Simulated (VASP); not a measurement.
# AlGa3N4 (P-43m) in VASP: further runs, part 2 of 2

VASP 6.6.1.

## (3) Vibrations by perturbation theory, PBEsol (10.92 Å³/atom)

This run uses another cell than the first one, of 10.92 Å³/atom.

Contents of INCAR:

```
SYSTEM = AlGa3N4
PREC     = Accurate       ! precision mode
ENCUT    = 520            ! plane-wave cutoff, eV
EDIFF    = 1E-8           ! SCF threshold, eV
ISMEAR   = 0              ! smearing method
SIGMA    = 0.01           ! smearing width, eV
LREAL    = .False.        ! projectors in reciprocal space
LASPH    = .True.         ! aspherical terms in the spheres
NELM     = 60             ! most SCF steps
ALGO     = Normal         ! electronic algorithm
ISIF     = 2              ! what is computed and relaxed
LWAVE    = .False.        ! write WAVECAR
LCHARG   = .True.         ! write CHGCAR
GGA      = PS             ! functional
NBANDS   = 41             ! bands
IBRION   = 8              ! ionic algorithm
NSW      = 1              ! ionic steps
LEPSILON = .True.         ! dielectric tensor by DFPT
```

Contents of KPOINTS:

```
regular mesh
0
Gamma
  6 6 6
  0 0 0
```

Contents of POSCAR:

```
AlGa3N4
1.0
    4.4375877940      0.0000000000      0.0000000000
    0.0000000000      4.4375877940      0.0000000000
    0.0000000000      0.0000000000      4.4375877940
Al Ga N
1 3 4
Direct
    0.0000000000      0.0000000000      0.0000000000
    0.5000000000      0.5000000000      0.0000000000
    0.5000000000      0.0000000000      0.5000000000
    0.0000000000      0.5000000000      0.5000000000
    0.7550522288      0.7550522288      0.2449477712
    0.7550522288      0.2449477712      0.7550522288
    0.2449477712      0.7550522288      0.7550522288
    0.2449477712      0.2449477712      0.2449477712
```

Potentials or basis: VASP PAW PBE potentials, release 64 (Al, Ga_d, N).

On the command line:

```sh
$ cat potpaw_PBE.64/Al/POTCAR potpaw_PBE.64/Ga_d/POTCAR potpaw_PBE.64/N/POTCAR > POTCAR
$ mpirun -np 1 vasp_std > vasp.out
```

OUTCAR:

```text
SYSTEM = AlGa3N4
   PREC = Accurate
   ENCUT = 520
   EDIFF = 1E-8
   ISMEAR = 0
   LREAL = .False.
   LASPH = .True.
   NELM = 60
   ISIF = 2
   GGA = PS
   IBRION = 8
   NSW = 1
   LEPSILON = .True.

 ion  position               nearest neighbor table
   1  0.000  0.000  0.000-   5 1.88   6 1.88   7 1.88   8 1.88   3 3.14   4 3.14   2 3.14   3 3.14
                             4 3.14   2 3.14   4 3.14   4 3.14   2 3.14   3 3.14   3 3.14   2 3.14
   2  0.500  0.500  0.000-   5 1.93   6 1.93   7 1.93   8 1.93   1 3.14   1 3.14   1 3.14   1 3.14

   3  0.500  0.000  0.500-   5 1.93   6 1.93   7 1.93   8 1.93   1 3.14   1 3.14   1 3.14   1 3.14

   4  0.000  0.500  0.500-   5 1.93   6 1.93   7 1.93   8 1.93   1 3.14   1 3.14   1 3.14   1 3.14

   5  0.755  0.755  0.245-   1 1.88   2 1.93   3 1.93   4 1.93
   6  0.755  0.245  0.755-   1 1.88   2 1.93   3 1.93   4 1.93
   7  0.245  0.755  0.755-   1 1.88   2 1.93   3 1.93   4 1.93
   8  0.245  0.245  0.245-   1 1.88   2 1.93   3 1.93   4 1.93

  LATTYP: Found a simple cubic cell.
 ALAT       =     4.4375877940

  Lattice vectors:

 A1 = (   4.4375877940,   0.0000000000,   0.0000000000)
[... 1241 lines left out ...]
  7X     3.916244   -2.736128   -2.736128    3.319580   -2.695545    2.441460    3.319580    2.441460   -2.695545    2.994353    2.431136    2.431136    2.824294   -0.042755   -0.032907    2.824294   -0.032907   -0.042755  -18.876902    0.590833    0.590833   -0.321443    0.043906    0.043906
  7Y    -2.736128    3.916244    2.736128   -2.695545    3.319580   -2.441460    2.431136    2.994353   -2.431136    2.441460    3.319580    2.695545    0.043906   -0.321443   -0.043906   -0.032907    2.824294    0.042755    0.590833  -18.876902   -0.590833   -0.042755    2.824294    0.032907
  7Z    -2.736128    2.736128    3.916244    2.431136   -2.431136    2.994353   -2.695545   -2.441460    3.319580    2.441460    2.695545    3.319580   -0.032907    0.042755    2.824294    0.043906   -0.043906   -0.321443    0.590833   -0.590833  -18.876902   -0.042755    0.032907    2.824294
  8X     3.916244    2.736128    2.736128    3.319580    2.695545   -2.441460    3.319580   -2.441460    2.695545    2.994353   -2.431136   -2.431136    2.824294    0.032907    0.042755    2.824294    0.042755    0.032907   -0.321443   -0.043906   -0.043906  -18.876902   -0.590833   -0.590833
  8Y     2.736128    3.916244    2.736128    2.695545    3.319580   -2.441460   -2.431136    2.994353   -2.431136   -2.441460    3.319580    2.695545    0.032907    2.824294    0.042755   -0.043906   -0.321443   -0.043906    0.042755    2.824294    0.032907   -0.590833  -18.876902   -0.590833
  8Z     2.736128    2.736128    3.916244   -2.431136   -2.431136    2.994353    2.695545   -2.441460    3.319580   -2.441460    2.695545    3.319580   -0.043906   -0.043906   -0.321443    0.032907    0.042755    2.824294    0.042755    0.032907    2.824294   -0.590833   -0.590833  -18.876902

 Eigenvectors and eigenvalues of the dynamical matrix
 ----------------------------------------------------

   1 f  =   21.271487 THz   133.652692 2PiTHz  709.540419 cm-1    87.971760 meV
             X         Y         Z           dx          dy          dz
      0.000000  0.000000  0.000000     0.000000   -0.000000    0.000000
      2.218794  2.218794  0.000000    -0.000000   -0.000000    0.000000
      2.218794  0.000000  2.218794    -0.000000    0.000000    0.000000
      0.000000  2.218794  2.218794     0.000000   -0.000000    0.000000
      3.350611  3.350611  1.086977    -0.288675   -0.288675    0.288675
      3.350611  1.086977  3.350611    -0.288675    0.288675   -0.288675
      1.086977  3.350611  3.350611     0.288675   -0.288675   -0.288675
      1.086977  1.086977  1.086977     0.288675    0.288675    0.288675
[... 243 lines left out ...]
  24 f/i=    0.006991 THz     0.043928 2PiTHz    0.233207 cm-1     0.028914 meV
             X         Y         Z           dx          dy          dz
      0.000000  0.000000  0.000000    -0.301971   -0.011986    0.027879
      2.218794  2.218794  0.000000    -0.486066   -0.019292    0.044927
      2.218794  0.000000  2.218794    -0.486066   -0.019314    0.044876
      0.000000  2.218794  2.218794    -0.486617   -0.019292    0.044876
      3.350611  3.350611  1.086977    -0.217652   -0.008603    0.020061
      3.350611  1.086977  3.350611    -0.217661   -0.008669    0.020127
      1.086977  3.350611  3.350611    -0.217655   -0.008675    0.020063
      1.086977  1.086977  1.086977    -0.217659   -0.008609    0.020130

--------------------------------------------------------------------------------------------------------

 MACROSCOPIC STATIC DIELECTRIC TENSOR IONIC CONTRIBUTION
 ------------------------------------------------------
           4.164865    -0.000000     0.000000
          -0.000000     4.164865     0.000000
           0.000000     0.000000     4.164865
 ------------------------------------------------------

 ELASTIC MODULI CONTR FROM IONIC RELAXATION (kBar)
 Direction    XX          YY          ZZ          XY          YZ          ZX
 --------------------------------------------------------------------------------
 XX          -2.6669      1.2955      1.2955     -0.0000      0.0000      0.0000
 YY           1.2955     -2.6669      1.2955     -0.0000      0.0000     -0.0000
 ZZ           1.2955      1.2955     -2.6669      0.0000     -0.0000     -0.0000
 XY           0.0000     -0.0000      0.0000   -503.7188     -0.0000     -0.0000
 YZ           0.0000      0.0000     -0.0000     -0.0000   -503.7188      0.0000
 ZX           0.0000     -0.0000     -0.0000     -0.0000      0.0000   -503.7188
 --------------------------------------------------------------------------------

 PIEZOELECTRIC TENSOR IONIC CONTR  for field in x, y, z        (C/m^2)
          XX          YY          ZZ          XY          YZ          ZX
  --------------------------------------------------------------------------------
  x    -0.00000    -0.00000     0.00000     0.00000     1.35589    -0.00000
  y    -0.00000     0.00000    -0.00000     0.00000    -0.00000     1.35589
  z    -0.00000     0.00000    -0.00000     1.35589     0.00000    -0.00000
```

stdout:

```text
POSCAR found type information on POSCAR AlGaN
 POSCAR found :  3 types and       8 ions
 scaLAPACK will be used
 -----------------------------------------------------------------------------
|                                                                             |
|                                                                             |
|     You enforced a specific xc type in the INCAR file but a different       |
[... 77 lines left out ...]
 force on displaced ion       2 direction 3 :   0.000   0.000 -18.169
 Born effective charge ion    2 direction 3 :   0.000   0.000   2.671
 Linear response progress:
 first order change of Fermi-energy  -0.42555E+00
 force on displaced ion       5 direction 1 : -18.877  -0.591   0.591
 Born effective charge ion    5 direction 1 :  -2.595   0.055  -0.055
 Born effective charges drift removed
 Linear response finished
```

Wall time 2.3 h (1 thread of Oxide Virtual Turin-like, shared host); peak memory 0.68 GiB.

What came out:

* Electronic dielectric tensor (diagonal): 5.44
* Born charges (mean of the diagonal): Al +2.54; Ga +2.61; N -2.59 e
* Highest phonon frequency at Γ, LO-TO splitting left out: 710 cm⁻¹

Phonon frequencies in cm⁻¹ (negative: imaginary):
```
              q point                                                                                frequencies
(0.000, 0.000, 0.000)  0 0 0 189 189 189 234 234 234 417 417 417 572 572 572 610 610 610 675 675 675 687 687 710
```

Electronic dielectric tensor:
```
5.44 0.00 0.00
0.00 5.44 0.00
0.00 0.00 5.44
```

Born effective charge tensors (e):
atom 1, Al
```
2.54 0.00 0.00
0.00 2.54 0.00
0.00 0.00 2.54
```
atom 2, Ga
```
2.59 0.00 0.00
0.00 2.59 0.00
0.00 0.00 2.67
```
atom 3, Ga
```
2.59 0.00 0.00
0.00 2.67 0.00
0.00 0.00 2.59
```
atom 4, Ga
```
2.67 0.00 0.00
0.00 2.59 0.00
0.00 0.00 2.59
```
atom 5, N
```
-2.59  0.06 -0.06
 0.06 -2.59 -0.06
-0.06 -0.06 -2.59
```
atom 6, N
```
-2.59 -0.06  0.06
-0.06 -2.59 -0.06
 0.06 -0.06 -2.59
```
atom 7, N
```
-2.59 -0.06 -0.06
-0.06 -2.59  0.06
-0.06  0.06 -2.59
```
atom 8, N
```
-2.59  0.06  0.06
 0.06 -2.59  0.06
 0.06  0.06 -2.59
```

Caveat: the cell stands under pressure or tension, which shifts response properties; the PAW data sets were made with another functional, which shifts forces and pressure a little.
